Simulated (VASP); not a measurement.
Set up this calculation in VASP 6.6.1, as the native input.

```
Task                   : single point
Functional             : PBEsol
Potentials or basis    : VASP PAW PBE potentials, release 64 (Cu)
Cutoff                 : 600 eV
k mesh                 : 8 × 8 × 8
Occupations            : gaussian, width 0.1 eV
Spin                   : no spin polarisation
Dipole correction      : no
Further INCAR settings : ALGO = Normal; EDIFF = 1e-06; NBANDS = 12
```

The structure of Cu lies in POSCAR:

```
Cu
1.0
   -1.4655809719      1.4655809719      1.4655809719
    1.4655809719     -1.4655809719      1.4655809719
    1.4655809719      1.4655809719     -1.4655809719
Cu
1
Direct
    0.0000000000      0.0000000000      0.0000000000
```

This isn't the form of Cu at room conditions, which is fcc.

One way to write it, as run:

INCAR

```
PREC     = Accurate       # precision mode
ENCUT    = 600            # plane-wave cutoff, eV
EDIFF    = 1E-6           # SCF threshold, eV
ISMEAR   = 0              # smearing method
SIGMA    = 0.1            # smearing width, eV
LREAL    = False          # projectors in reciprocal space
LASPH    = True           # aspherical terms in the spheres
NELM     = 120            # most SCF steps
ALGO     = Normal         # electronic algorithm
ISIF     = 2              # what is computed and relaxed
LWAVE    = False          # write WAVECAR
LCHARG   = False          # write CHGCAR
GGA      = PS             # functional
NBANDS   = 12             # bands
GGA_COMPAT= False
```

KPOINTS

```
Automatic mesh
0
Gamma
  8 8 8
```

Potentials or basis: VASP PAW PBE potentials, release 64 (Cu).

The run is started by

```sh
$ cat potpaw_PBE.64/Cu/POTCAR > POTCAR
$ mpirun -np 1 vasp_std > vasp.out
```

Results of the run:

```
Pressure               : -12.4 GPa
Band gap on the k mesh : zero (an odd number of electrons rules out a gap without spin polarisation)
```

Caveat: the k points lie up to 0.38 Å⁻¹ apart, too coarse for converged energies and pressures of a metal; the PAW data sets were made with another functional, which shifts forces and pressure a little.

Run time: 4 s on 1 thread of Intel(R) Xeon(R) Platinum 8488C (Sapphire Rapids), on a shared host, peak memory 0.12 GiB.
